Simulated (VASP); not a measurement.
# CoSi (zincblende type) (F-43m) in VASP: single point with PBE

Aim: the single point of CoSi (zincblende type) with PBE.

All numbers are computed with VASP 6.6.1; they aren't measurements. Logs are shortened: lines on timing, memory, paths and dates and some standing lists are left out, and cuts for length are marked.

### 1 The cell of the first run

It takes space group F-43m (No. 216, cubic). Conventional cell: a = 3.749 Å, b = 3.749 Å, c = 3.749 Å, α = 90.00°, β = 90.00°, γ = 90.00°. Within 2.2 Å of Co (site symmetry -43m) lie 4 Si at 1.62 Å. Si (site symmetry -43m) has 4 Co at 1.62 Å within 2.2 Å.

### 2 Single point, PBE, collinear spin, ferromagnetic start (6.59 Å³/atom)

POSCAR reads:

```
CoSi
1.0
    0.0000000000      1.8747494113      1.8747494113
    1.8747494113      0.0000000000      1.8747494113
    1.8747494113      1.8747494113      0.0000000000
Co Si
1 1
Direct
    0.0000000000      0.0000000000      0.0000000000
    0.2500000000      0.2500000000      0.2500000000
```

INCAR.step1 reads:

```
PREC = Accurate
ENCUT = 520
EDIFF = 1E-7
ISMEAR = -1
SIGMA = 0.08
LREAL = False
LASPH = True
NELM = 150
ALGO = Normal
ISIF = 2
LWAVE = False
LCHARG = True
ISPIN = 2
MAGMOM = 1.7 0
LMAXMIX = 4
GGA = PE
NBANDS = 18
```

KPOINTS.step1 reads:

```
Automatic mesh
0
Gamma
  14 14 14
```

INCAR.step2 reads:

```
PREC = Accurate
ENCUT = 520
EDIFF = 1E-7
ISMEAR = -5
SIGMA = 0.08
LREAL = False
LASPH = True
NELM = 150
ALGO = Normal
ISIF = 2
LWAVE = False
LCHARG = False
ISPIN = 2
MAGMOM = 1.7 0
LORBIT = 11
LMAXMIX = 4
GGA = PE
NEDOS = 1001
ICHARG = 11
```

KPOINTS.step2 reads:

```
Automatic mesh
0
Gamma
  21 21 21
```

Potentials or basis: VASP PAW PBE potentials, release 64 (Co, Si).

On the command line:

```console
$ cat potpaw_PBE.64/Co/POTCAR potpaw_PBE.64/Si/POTCAR > POTCAR
$ cp INCAR.step1 INCAR
$ cp KPOINTS.step1 KPOINTS
$ mpirun -np 1 vasp_std > vasp.out
$ cp INCAR.step2 INCAR
$ cp KPOINTS.step2 KPOINTS
$ mpirun -np 1 vasp_std > vasp.out
```

OUTCAR:

```text
PREC = Accurate
   ENCUT = 520
   EDIFF = 1E-7
   ISMEAR = -5
   LREAL = False
   LASPH = True
   NELM = 150
   ISIF = 2
   ISPIN = 2
   LORBIT = 11
   GGA = PE
   ICHARG = 11

 ion  position               nearest neighbor table
   1  0.000  0.000  0.000-   2 1.62   2 1.62   2 1.62   2 1.62   2 3.11   2 3.11   2 3.11   2 3.11
                             2 3.11   2 3.11   2 3.11   2 3.11   2 3.11   2 3.11   2 3.11   2 3.11
   2  0.250  0.250  0.250-   1 1.62   1 1.62   1 1.62   1 1.62   1 3.11   1 3.11   1 3.11   1 3.11
                             1 3.11   1 3.11   1 3.11   1 3.11   1 3.11   1 3.11   1 3.11   1 3.11

  LATTYP: Found a face centered cubic cell.
 ALAT       =     3.7494988226

  Lattice vectors:

 A1 = (   0.0000000000,   1.8747494113,   1.8747494113)
 A2 = (   1.8747494113,   0.0000000000,   1.8747494113)
 A3 = (   1.8747494113,   1.8747494113,   0.0000000000)

Analysis of symmetry for initial positions (statically):
=====================================================================
 Subroutine PRICEL returns:
 Original cell was already a primitive cell.

 Routine SETGRP: Setting up the symmetry group for a
 face centered cubic supercell.

 Subroutine GETGRP returns: Found 24 space group operations
 (whereof 24 operations were pure point group operations)
 out of a pool of 48 trial point group operations.

The static configuration has the point symmetry T_d .

Analysis of symmetry for dynamics (positions and initial velocities):
=====================================================================
 Subroutine PRICEL returns:
 Original cell was already a primitive cell.

 Routine SETGRP: Setting up the symmetry group for a
 face centered cubic supercell.

 Subroutine GETGRP returns: Found 24 space group operations
 (whereof 24 operations were pure point group operations)
 out of a pool of 48 trial point group operations.

The dynamic configuration has the point symmetry T_d .

Analysis of structural, dynamic, and magnetic symmetry:
=====================================================================
 Subroutine PRICEL returns:
 Original cell was already a primitive cell.

 Routine SETGRP: Setting up the symmetry group for a
 face centered cubic supercell.

 Subroutine GETGRP returns: Found 24 space group operations
 (whereof 24 operations were pure point group operations)
 out of a pool of 48 trial point group operations.

The overall configuration has the point symmetry T_d .

 Subroutine INISYM returns: Found 24 space group operations
 (whereof 24 operations are pure point group operations),
 and found     1 'primitive' translations

----------------------------------------------------------------------------------------

                                     Primitive cell

  volume of cell :      13.1783

  direct lattice vectors                    reciprocal lattice vectors
     0.000000000  1.874749411  1.874749411    -0.266702311  0.266702311  0.266702311
     1.874749411  0.000000000  1.874749411     0.266702311 -0.266702311  0.266702311
     1.874749411  1.874749411  0.000000000     0.266702311  0.266702311 -0.266702311

  length of vectors
     2.651296044  2.651296044  2.651296044     0.461941953  0.461941953  0.461941953

  position of ions in fractional coordinates (direct lattice)
     0.000000000  0.000000000  0.000000000
     0.250000000  0.250000000  0.250000000

  ion indices of the primitive-cell ions
   primitive index   ion index
                 1           1
                 2           2

----------------------------------------------------------------------------------------

 KPOINTS: Automatic mesh

Automatic generation of k-mesh.
 Grid dimensions read from file:
 generate k-points for:   21   21   21

 Generating k-lattice:

  Cartesian coordinates                     Fractional coordinates (reciprocal lattice)
    -0.012700110  0.012700110  0.012700110     0.047619048  0.000000000  0.000000000
     0.012700110 -0.012700110  0.012700110     0.000000000  0.047619048  0.000000000
     0.012700110  0.012700110 -0.012700110     0.000000000  0.000000000  0.047619048

  Length of vectors
     0.021997236  0.021997236  0.021997236

  Shift w.r.t. Gamma in fractional coordinates (k-lattice)
     0.000000000  0.000000000  0.000000000

 TETIRR: Found   1276 inequivalent tetrahedra from    55566

 Subroutine IBZKPT returns following result:
 ===========================================

 Found    286 irreducible k-points:

 Following reciprocal coordinates:
            Coordinates               Weight
  0.000000  0.000000  0.000000      1.000000
  0.047619  0.000000  0.000000      8.000000
  0.095238  0.000000  0.000000      8.000000
  0.142857  0.000000  0.000000      8.000000
  0.190476  0.000000  0.000000      8.000000
  0.238095  0.000000  0.000000      8.000000
[... 16 lines left out ...]
 -0.428571  0.047619  0.000000     24.000000
 -0.380952  0.047619  0.000000     24.000000
 [... further k-points ...]
   k-points           NKPTS =    286   k-points in BZ     NKDIM =    286   number of bands    NBANDS=     11
   number of dos      NEDOS =   1001   number of ions     NIONS =      2
   total plane-waves  NPLWV =   8000
   dimension x,y,z NGX =    20 NGY =   20 NGZ =   20
   dimension x,y,z NGXF=    40 NGYF=   40 NGZF=   40
   ions per type =               1   1
   NGX,Y,Z   is equivalent  to a cutoff of  12.54, 12.54, 12.54 a.u.
   NGXF,Y,Z  is equivalent  to a cutoff of  25.08, 25.08, 25.08 a.u.
 SYSTEM =  unknown system
   PREC   = accura    normal or accurate (medium, high low for compatibility)
   ISTART =      0    job   : 0-new  1-cont  2-samecut
   ICHARG =     11    charge: 1-file 2-atom 10-const
   ISPIN  =      2    spin polarized calculation?
   LNONCOLLINEAR =      F non collinear calculations
   LSORBIT =      F    spin-orbit coupling
   LASPH  =      T    aspherical Exc in radial PAW
   ENCUT  =  520.0 eV  38.22 Ry    6.18 a.u.   4.93  4.93  4.93*2*pi/ulx,y,z
   NELM   =    150;   NELMIN=  2; NELMDL=  0     # of ELM steps
   EDIFF  = 0.1E-06   stopping-criterion for ELM
   LREAL  =      F    real-space projection
   EDIFFG = 0.1E-05   stopping-criterion for IOM
   NSW    =      0    number of steps for IOM
   IBRION =     -1    ionic relax: 0-MD 1-quasi-New 2-CG
   NFREE  =      0    steps in history (QN), initial steepest desc. (CG)
   ISIF   =      2    stress and relaxation
   ISYM   =      2    0-nonsym 1-usesym 2-fastsym
   POTIM  = 0.5000    time-step for ionic-motion
   TEBEG  =    0.0;   TEEND  =   0.0 temperature during run
   PSTRESS=    0.0 pullay stress
   NELECT =      13.0000    total number of electrons
   NUPDOWN=      -1.0000    fix difference up-down
   EMIN   =  10.00;   EMAX   =-10.00  energy-range for DOS
   EFERMI =   0.00;   METHOD = LEGACY
   ISMEAR =    -5;   SIGMA  =   0.08  broadening in eV -4-tet -1-fermi 0-gaus
   EFERMI_NEDOS =   21; number of points for ismear=-14 and -15
   IALGO  =     38    algorithm
   IMIX   =      4    mixing-type and parameters
     AMIX     =   0.40;   BMIX     =  1.00
     AMIX_MAG =   1.60;   BMIX_MAG =  1.00
  volume/ion in A,a.u.               =       6.59        44.47
  Fermi-wavevector in a.u.,A,eV,Ry     =   1.629681  3.079651 36.135191  2.655862
  Thomas-Fermi vector in A             =   2.722107
   LORBIT       =     11    0 simple, 1 ext, 2 COOP (PROOUT), +10 PAW based schemes
   GGA     = PE    functional components
   LHFCALC =     F    Hartree Fock is set to
   AEXX    =    0.0000 exact exchange contribution
   IVDW    =     0    specifies the selected vdW correction
   LEPSILON=     F    determine dielectric tensor
   LRPA    =     F    only Hartree local field effects (RPA)
 spin polarized calculation
 Fermi weights with tetrahedron method with Bloechl corrections
  energy-cutoff  :      520.00
  volume of cell :       13.18
 maximum number of plane-waves:       366

 number of electron      13.0000007 magnetization      -0.0000115

 Free energy of the ion-electron system (eV)
  ---------------------------------------------------
  ext. energy  EPLUGINS =         0.00000000
  ---------------------------------------------------
  free energy    TOTEN  =         6.19685980 eV

  energy without entropy =        6.19685980  energy(sigma->0) =        6.19685980

 E-fermi :  22.0964     XC(G=0): -15.3286

 val. band max:       22.2570274255   @ k =  -0.2381   0.3810   0.1429
 cond. band min:      22.1277050497   @ k =   0.4286   0.1429   0.0476
 fundamental gap:     -0.1293223758
 Fermi energy:        22.0963873004

 spin component 1

 k-point     1 :       0.0000    0.0000    0.0000
  band No.  band energies     occupation
      1       4.5488      1.00000
      2      14.8552      1.00000
      3      14.8552      1.00000
      4      14.8552      1.00000
      5      16.8541      1.00000
      6      16.8541      1.00000
      7      32.0128      0.00000
      8      32.0128      0.00000
      9      32.0128      0.00000
     10      38.8005      0.00000
     11      38.8010      0.00000

 k-point     2 :       0.0476    0.0000    0.0000
  band No.  band energies     occupation
      1       4.6265      1.00000
      2      14.8277      1.00000
      3      14.8811      1.00000
      4      14.8811      1.00000
      5      16.8361      1.00000
      6      16.8361      1.00000
      7      31.5428      0.00000
      8      32.0445      0.00000
      9      32.0445      0.00000
     10      38.3980      0.00000
     11      38.8169      0.00000
[... 295 lines left out ...]
 k-point    24 :      -0.3810    0.0476    0.0000
  band No.  band energies     occupation
      1       9.2534      1.00000
      2      12.9473      1.00000
      3      14.8585      1.00000
      4      14.9428      1.00000
      5      17.5208      1.00000
      6      17.8691      1.00000
      7      21.4298      1.05455
      8      30.2442      0.00000
      9      31.5222      0.00000
     10      33.1472      0.00000
     11      35.5663      0.00000

 [... further k-points ...]

 spin component 2

 k-point     1 :       0.0000    0.0000    0.0000
  band No.  band energies     occupation
      1       4.5488      1.00000
      2      14.8552      1.00000
      3      14.8552      1.00000
      4      14.8552      1.00000
      5      16.8541      1.00000
      6      16.8541      1.00000
      7      32.0128      0.00000
      8      32.0128      0.00000
      9      32.0128      0.00000
     10      38.8005      0.00000
     11      38.8006      0.00000

 k-point     2 :       0.0476    0.0000    0.0000
  band No.  band energies     occupation
      1       4.6265      1.00000
      2      14.8277      1.00000
      3      14.8811      1.00000
      4      14.8811      1.00000
      5      16.8360      1.00000
      6      16.8360      1.00000
      7      31.5428      0.00000
      8      32.0445      0.00000
      9      32.0445      0.00000
     10      38.3998      0.00000
     11      38.8169      0.00000
[... 295 lines left out ...]
 k-point    24 :      -0.3810    0.0476    0.0000
  band No.  band energies     occupation
      1       9.2534      1.00000
      2      12.9473      1.00000
      3      14.8585      1.00000
      4      14.9428      1.00000
      5      17.5208      1.00000
      6      17.8691      1.00000
      7      21.4298      1.05455
      8      30.2442      0.00000
      9      31.5222      0.00000
     10      33.1472      0.00000
     11      35.5663      0.00000

 [... further k-points ...]
[... 5 lines left out ...]
  --------------------------------------------------------------------------------------
  -------------------------------------------------------------------------------------
  Total       51.2621818     51.2621818     51.2621818      0.0000000     -0.0000000      0.0000000
  in kB     6232.2949070   6232.2949070   6232.2949070      0.0000000     -0.0000000      0.0000000
  external PRESSURE =    6232.2949070 kB  Pullay stress =       0.0000000 kB

 VOLUME and BASIS-vectors are now :
 -----------------------------------------------------------------------------
  energy-cutoff  :      520.00
  volume of cell :       13.18
      direct lattice vectors                 reciprocal lattice vectors
     0.000000000  1.874749411  1.874749411    -0.266702311  0.266702311  0.266702311
     1.874749411  0.000000000  1.874749411     0.266702311 -0.266702311  0.266702311
     1.874749411  1.874749411  0.000000000     0.266702311  0.266702311 -0.266702311

 POSITION                                       TOTAL-FORCE (eV/Angst)
 -----------------------------------------------------------------------------------
      0.00000      0.00000      0.00000         0.000000      0.000000      0.000000
      0.93737      0.93737      0.93737        -0.000000     -0.000000     -0.000000
 -----------------------------------------------------------------------------------
    total drift:                               -0.000001     -0.000001     -0.000002

  FREE ENERGIE OF THE ION-ELECTRON SYSTEM (eV)
  ---------------------------------------------------
  free  energy   TOTEN  =         6.1968598048 eV

  energy  without entropy=        6.1968598048  energy(sigma->0) =        6.19685980

 total charge

# of ion       s       p       d       tot
------------------------------------------
    1        1.018   1.137   9.162  11.317
    2        1.070   1.514   0.000   2.583
--------------------------------------------------
tot          2.088   2.651   9.162  13.901

 magnetization (x)

# of ion       s       p       d       tot
------------------------------------------
    1        0.000  -0.000   0.000   0.000
    2        0.000   0.000   0.000   0.000
--------------------------------------------------
tot          0.000   0.000   0.000   0.000
```

It took 3.3 min on 1 thread of AMD EPYC 7R13, shared host; peak memory 0.16 GiB.

What came out:

| Property | Result |
| --- | --- |
| Net moment | 0.00 μB per cell |

Levels at points of the mesh, in eV from the Fermi level:
Spin up:
```tsv
k point	band 4	band 5	band 6	band 7	band 8	band 9
(0.00, 0.00, 0.00)	-7.24	-5.24	-5.24	9.92	9.92	9.92
```
Spin down:
```csv
k point,band 3,band 4,band 5,band 6,band 7,band 8,band 9,band 10
"(0.00, 0.00, 0.00)",-7.24,-7.24,-5.24,-5.24,9.92,9.92,9.92,16.70
```

Caveat: atoms lie so close that the PAW spheres overlap strongly, which falsifies energies and pressures; the moments typed at the start vanished in this run.
